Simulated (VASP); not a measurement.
Set up this calculation in VASP 6.6.1, as the native input.

```yaml
Task: single point
Functional: PBE
Potentials_or_basis: VASP PAW PBE potentials, release 64 (Ni)
Cutoff: 520 eV
k_mesh: 16 × 16 × 16
Occupations: fermi-dirac, width 0.05 eV
Spin: collinear spin, ferromagnetic start
Starting_moments: "[1.5] μB"
Dipole_correction: no
Further_INCAR_settings: ALGO = Normal; EDIFF = 1e-07; NBANDS = 15
```

The structure of Ni lies in POSCAR:

```
Ni
1.0
   -1.3837154700      1.3837154700      1.3837154700
    1.3837154700     -1.3837154700      1.3837154700
    1.3837154700      1.3837154700     -1.3837154700
Ni
1
Direct
    0.0000000000      0.0000000000      0.0000000000
```

One way to write it, as run:

INCAR

```
  PREC = Accurate
  ENCUT = 520
  EDIFF = 1E-7
  ISMEAR = -1
  SIGMA = 0.05
  LREAL = F
  LASPH = T
  NELM = 150
  ALGO = Normal
  ISIF = 2
  LWAVE = F
  LCHARG = T
  ISPIN = 2
  MAGMOM = 1.5
  LORBIT = 11
  LMAXMIX = 4
  GGA = PE
  LELF = T
  LVHAR = T
  NBANDS = 15
```

KPOINTS

```
regular mesh
0
Gamma
  16 16 16
```

Potentials or basis: VASP PAW PBE potentials, release 64 (Ni).

Launch:

```bash
$ cat potpaw_PBE.64/Ni/POTCAR > POTCAR
$ mpirun -np 1 vasp_std > vasp.out
```

It gave:

The pressure is 7.3 GPa. The net moment is 0.54 μB per cell and the site moments are Ni +0.54 μB. The valence electrons inside the program's atomic spheres are Ni 9.36.

Wall time 57 s on 1 thread of Intel(R) Xeon(R) Platinum 8488C (Sapphire Rapids), on a shared host, peak memory 0.15 GiB.
